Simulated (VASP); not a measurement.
Write the native input for VASP 6.6.1 that does the following.

- Task: single point
- Functional: PBEsol
- Potentials or basis: VASP PAW PBE potentials, release 64 (Al, Cu)
- Cutoff: 520 eV
- k mesh: 3 × 3 × 3
- Occupations: gaussian, width 0.05 eV
- Spin: no spin polarisation
- Dipole correction: no
- Further INCAR settings: LREAL = Auto; ALGO = Normal; EDIFF = 1e-07; NBANDS = 72

The structure of Al30Cu (a cell with a defect) lies in POSCAR:

```
Al30Cu
1.0
    8.1000000000      0.0000000000      0.0000000000
    0.0000000000      8.1000000000      0.0000000000
    0.0000000000      0.0000000000      8.1000000000
Al Cu
30 1
Direct
    0.5036964198      0.0050582716      0.0000732099
    0.7499502469      0.0032474074      0.2500340741
    0.2425270370      0.2425160494      0.0000662963
    0.5039111111      0.4966077778      0.0000854321
    0.7583848148      0.7595539506      0.0000828395
    0.2477358025     -0.0036849383      0.2487039506
    0.5020555556      0.2508519753      0.2491800000
    0.7505453086      0.4989249383      0.2475759259
    0.4961743210     -0.0019770370      0.5000741975
    0.7501006173      0.2518718519      0.5000593827
    0.7499229630      0.0032882716      0.7501119753
   -0.0023634568      0.4996332099      0.0000802469
    0.2503101235      0.7510727160      0.0000944444
   -0.0053162963      0.2475216049      0.2437938272
    0.2510409877      0.4989074074      0.2511685185
    0.5011402469      0.7491114815      0.2502467901
    0.0036904938     -0.0021017284      0.5000728395
    0.2500459259      0.2485586420      0.5001124691
    0.5015732099      0.4997720988      0.5000856790
    0.7520012346      0.7485225926      0.5000788889
    0.2477285185     -0.0036609877      0.7514748148
    0.5020250617      0.2508914815      0.7509795062
    0.7505350617      0.4989297531      0.7525895062
    0.0047741975      0.7532964198      0.2498069136
    0.0023169136      0.5016764198      0.5000951852
    0.2537793827      0.7467907407      0.5000851852
   -0.0053209877      0.2475379012      0.7563616049
    0.2510309877      0.4989309877      0.7490246914
    0.5011245679      0.7491091358      0.7499275309
    0.0047787654      0.7533429630      0.7503779012
    0.9407203704      0.0458782716      0.0000660494
```

One way to write it, as run:

INCAR

```
PREC = Accurate
ENCUT = 520
EDIFF = 1E-7
ISMEAR = 0
SIGMA = 0.05
LREAL = Auto
LASPH = T
NELM = 80
ALGO = Normal
ISIF = 2
LWAVE = F
LCHARG = T
GGA = PS
LELF = T
LVHAR = T
NBANDS = 72
```

KPOINTS

```
regular mesh
0
Gamma
  3 3 3
```

Potentials or basis: VASP PAW PBE potentials, release 64 (Al, Cu).

Launch:

```bash
$ cat potpaw_PBE.64/Al/POTCAR potpaw_PBE.64/Cu/POTCAR > POTCAR
$ mpirun -np 1 vasp_std > vasp.out
```

Results of the run:

* Pressure: -3.5 GPa
* Largest force: 0.432 eV/Å
* Band gap on the k mesh: zero (an odd number of electrons rules out a gap without spin polarisation)

Caveat: the PAW data sets were made with another functional, which shifts forces and pressure a little.

It took 9.3 min on 1 thread of AMD EPYC 9R45 (Zen 5), with other jobs on the host, peak memory 0.62 GiB.
